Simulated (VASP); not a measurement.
A run of VASP 6.6.1:

Contents of INCAR:

```
PREC     = Accurate       # precision mode
ENCUT    = 520            # plane-wave cutoff, eV
EDIFF    = 1E-7           # SCF threshold, eV
ISMEAR   = 0              # smearing method
SIGMA    = 0.05           # smearing width, eV
LREAL    = False          # projectors in reciprocal space
LASPH    = True           # aspherical terms in the spheres
NELM     = 60             # most SCF steps
ALGO     = Normal         # electronic algorithm
ISIF     = 2              # what is computed and relaxed
LWAVE    = False          # write WAVECAR
LCHARG   = False          # write CHGCAR
NBANDS   = 20             # bands
```

Contents of KPOINTS:

```
regular mesh
0
Gamma
  12 12 4
```

Contents of POSCAR:

```
Al2O3
1.0
    2.7647995427      0.0000000000      0.0000000000
   -1.3823997714      2.3943866404      0.0000000000
    0.0000000000      0.0000000000      9.0224399991
Al O
2 3
Direct
    0.0000000000      0.0000000000      0.2779510000
    0.0000000000      0.0000000000      0.7220490000
    0.3333333333      0.6666666667      0.1994540000
    0.6666666667      0.3333333333      0.8005460000
    0.0000000000      0.0000000000      0.5000000000
```

Potentials or basis: VASP PAW LDA potentials, release 64 (Al, O).

Launch:

```console
$ cat potpaw_LDA.64/Al/POTCAR potpaw_LDA.64/O/POTCAR > POTCAR
$ mpirun -np 1 vasp_std > vasp.out
```

Hardware: 1 thread of AMD EPYC 9R45 96-Core Processor (Zen 5) (shared host).

Problem. Estimate the wall time of this run.

Solution. It took 51 s on 1 thread of AMD EPYC 9R45 96-Core Processor (Zen 5) (shared host), peak memory 0.16 GiB. Counts: scf iterations 15, k points 69.
